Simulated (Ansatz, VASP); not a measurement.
SrTiO3: VASP beside Ansatz

File INCAR:

```
PREC = Accurate ; ENCUT = 520
EDIFF = 1E-6 ; ISMEAR = -1
SIGMA = 0.02 ; LREAL = False
LASPH = True ; NELM = 60
ALGO = Normal ; ISIF = 2
LWAVE = False ; LCHARG = True
GGA = PE ; LELF = True
LVHAR = True ; NBANDS = 28
```

KPOINTS

```
regular mesh
0
Gamma
  6 6 6
```

File POSCAR:

```
SrTiO3
1.0
    4.0771902285      0.0000000000      0.0000000000
    0.0000000000      4.0771902285      0.0000000000
    0.0000000000      0.0000000000      4.0771902285
Sr Ti O
1 1 3
Direct
    0.0000000000      0.0000000000      0.0000000000
    0.5000000000      0.5000000000      0.5000000000
    0.5000000000      0.0000000000      0.5000000000
    0.5000000000      0.5000000000      0.0000000000
    0.0000000000      0.5000000000      0.5000000000
```

Input for Ansatz:

```yaml
crystal:
  lattice:
    - [4.0771902285, 0.0, 0.0]
    - [0.0, 4.0771902285, 0.0]
    - [0.0, 0.0, 4.0771902285]
  atoms:
    - { symbol: Sr, position: [0.0, 0.0, 0.0] }
    - { symbol: Ti, position: [0.5, 0.5, 0.5] }
    - { symbol: O, position: [0.5, 0.0, 0.5] }
    - { symbol: O, position: [0.5, 0.5, 0.0] }
    - { symbol: O, position: [0.0, 0.5, 0.5] }
kpoints:
  mp_grid: { grid: [6, 6, 6] }
  band_path:
    path: [[0.0, 0.0, 0.0], [0.0, 0.5, 0.0], [0.5, 0.5, 0.0], [0.5, 0.5, 0.5]]
    npoints: 1
hamiltonian:
  xc: pbe
scf:
  occupations: { method: fermi_dirac, width: 0.02 }
  n_extra_bands: 5
output:
  forces: true
  stress: true
  eigenvalues: true
```

Change from the starting cell: hydrostatic strain +4.4%.

Alike in both runs: task single point; functional PBE; k mesh 6 × 6 × 6; occupations fermi-dirac, width 0.02 eV; no spin polarisation.

```csv
,VASP,Ansatz
version,VASP 6.6.1,Ansatz 0.2.0
potentials or method,"VASP PAW PBE potentials, release 64 (Sr_sv, Ti_sv, O)","plane waves, PAW"
plane-wave cutoff (eV),520,420
valence electrons in the cell,40,40
```

```csv
,VASP,Ansatz,Ansatz less VASP
gap on the k mesh at the Fermi level (eV),1.60,1.63,+0.025
pressure (GPa),-13.8,-14.2,-0.44
```
